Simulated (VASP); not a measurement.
TiNi, 2 atoms in the cell. Symmetry: P4/mmm, No. 123, tetragonal system. Conventional cell: a = 3.000 Å, b = 3.000 Å, c = 2.944 Å, α = 90.00°, β = 90.00°, γ = 90.00°. Ti (site symmetry 4/mmm) has 8 Ni at 2.58 Å and 6 Ti at 2.94 to 3.00 Å within 3.4 Å. Ni (site symmetry 4/mmm) has 8 Ti at 2.58 Å and 6 Ni at 2.94 to 3.00 Å within 3.4 Å.  This cell differs from its parent crystal: uniaxial strain along c: -1.5 %.

| Item | Value |
| --- | --- |
| Program | VASP 6.6.1 |
| Task | single point |
| Functional | r2SCAN |
| Potentials or basis | VASP PAW PBE potentials, release 64 (Ti_sv, Ni) |
| Cutoff | 520 eV |
| k mesh | 18 × 18 × 18 |
| Occupations | gaussian, width 0.1 eV |
| Spin | no spin polarisation |
| Dipole correction | no |
| Further INCAR settings | ALGO = Normal; EDIFF = 1e-06; NBANDS = 18 |

Potentials or basis: VASP PAW PBE potentials, release 64 (Ti_sv, Ni).

The run is started by

```bash
$ cat potpaw_PBE.64/Ti_sv/POTCAR potpaw_PBE.64/Ni/POTCAR > POTCAR
$ cp INCAR.step1 INCAR
$ mpirun -np 1 vasp_std > vasp.out
$ cp INCAR.step2 INCAR
$ mpirun -np 1 vasp_std > vasp.out
```

Hardware: 1 thread of Intel(R) Xeon(R) 6975P-C (Granite Rapids) (shared host).

Task: How long does it take, and how much memory?

Result: Wall time 5.3 min on 1 thread of Intel(R) Xeon(R) 6975P-C (Granite Rapids), on a shared host, peak memory 0.37 GiB. Counts: k points 550.
